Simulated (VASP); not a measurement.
Input of a VASP 6.6.1 run:

File INCAR:

```
PREC = Accurate
ENCUT = 520
EDIFF = 1E-6
ISMEAR = 0
SIGMA = 0.015
LREAL = F
LASPH = T
NELM = 80
ALGO = Normal
ISIF = 2
LWAVE = F
LCHARG = T
GGA = PE
LELF = T
LVHAR = T
NBANDS = 20
```

Contents of KPOINTS:

```
Automatic mesh
0
Gamma
  9 9 9
```

The input POSCAR:

```
CdF2
1.0
    0.0000000000      2.6940000000      2.6940000000
    2.6940000000      0.0000000000      2.6940000000
    2.6940000000      2.6940000000      0.0000000000
Cd F
1 2
Direct
    0.0000000000      0.0000000000      0.0000000000
    0.7500000000      0.7500000000      0.7500000000
    0.2500000000      0.2500000000      0.2500000000
```

Potentials or basis: VASP PAW PBE potentials, release 64 (Cd, F).

The run is started by

```console
$ cat potpaw_PBE.64/Cd/POTCAR potpaw_PBE.64/F/POTCAR > POTCAR
$ mpirun -np 1 vasp_std > vasp.out
```

Q: Predict the band gap on the k mesh.

A: 3.10 eV, indirect (least direct gap 3.57 eV).

Q: Predict the pressure.

A: 6.2 GPa.

A k mesh can miss the band edges. Expect the measured gap to be larger: semilocal functionals such as PBE lack the derivative discontinuity.
